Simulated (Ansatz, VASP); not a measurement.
# B in VASP and in Ansatz

```
B
1.0
     2.45895    1.41968    4.19350
    -2.45895    1.41968    4.19350
     0.00000   -2.83935    4.19350
B
12
Direct
  0.01019 0.65361 0.01019
  0.01019 0.01019 0.65361
  0.65361 0.01019 0.01019
  0.98981 0.34639 0.98981
  0.34639 0.98981 0.98981
  0.98981 0.98981 0.34639
  0.22118 0.63060 0.22118
  0.22118 0.22118 0.63060
  0.63060 0.22118 0.22118
  0.77882 0.36940 0.77882
  0.36940 0.77882 0.77882
  0.77882 0.77882 0.36940
```

Alike in both runs: task single point; functional PBE; k mesh 6 × 6 × 6; occupations gaussian, width 0.1 eV; no spin polarisation.

|  | VASP | Ansatz |
| --- | --- | --- |
| version | VASP 6.6.1 | Ansatz 0.2.0 |
| potentials or method | VASP PAW PBE potentials, release 64 (B), cutoff 520 eV | scalar-relativistic, plane waves, PAW |
| valence electrons in the cell | 36 | 36 |

```csv
,VASP,Ansatz,Ansatz less VASP
gap on the k mesh at the Fermi level (eV),1.44,1.45,+0.002
least direct gap on the mesh (eV),1.85,1.86,+0.003
pressure (GPa),-2.5,-2.6,-0.07
"traceless stress, the component that is largest in VASP (GPa)",0.50,0.53,+0.026
rms of the force components (eV/Å),0.078,0.084,+0.0063
```

Atom by atom the forces differ by 0.007 eV/Å (rms over components).
